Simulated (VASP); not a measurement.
**SiC (Moissanite): single point with revPBE+D3(BJ)**

The system is SiC (Moissanite).

```
Si C
1.0
     3.01321    0.00000    0.00000
    -1.50660    2.60951    0.00000
     0.00000    0.00000    4.94495
Si C
2 2
Direct
  0.66667 0.33333 0.50000
  0.33333 0.66667 0.00000
  0.66667 0.33333 0.88500
  0.33333 0.66667 0.38500
```

| Property | Result |
| --- | --- |
| Program | VASP 6.6.1 |
| Task | single point |
| Functional | revPBE |
| Dispersion | D3(BJ) |
| Potentials or basis | VASP PAW PBE potentials, release 64 (Si, C) |
| Cutoff | 520 eV |
| k mesh | 10 × 10 × 5 |
| Occupations | fermi-dirac, width 0.05 eV |
| Spin | no spin polarisation |

- Pressure: 11.1 GPa
- Largest force: 0.862 eV/Å
- Band gap on the k mesh: 2.40 eV, indirect (least direct gap 4.22 eV)
- Dispersion energy per atom: -0.637 eV

Forces in eV/Å, atoms in the order of the input:
```
Si   0.000  0.000  0.862
Si   0.000  0.000  0.862
C    0.000  0.000 -0.862
C    0.000  0.000 -0.862
```

Stress tensor (GPa, compression positive):
```
13.66  0.00  0.00
 0.00 13.66  0.00
 0.00  0.00  5.87
```

Levels at points of the mesh, in eV from the valence-band top:
```
           k point  band 5  band 6  band 7  band 8  band 9  band 10  band 11  band 12
(0.00, 0.00, 0.00)   -1.58   -0.27   -0.27    0.00    5.20     6.69     6.91     6.91
(0.50, 0.00, 0.00)   -5.65   -3.66   -3.43   -1.49    2.73     4.28     7.26     7.45
```

It took 19 s on 1 thread of Intel(R) Xeon(R) Platinum 8375C CPU @ 2.90GHz (Ice Lake), with other jobs on the host, peak memory 0.18 GiB.

Caveat: the PAW data sets were made with another functional, which shifts forces and pressure a little. Expect the measured gap to be larger: semilocal functionals such as revPBE lack the derivative discontinuity.
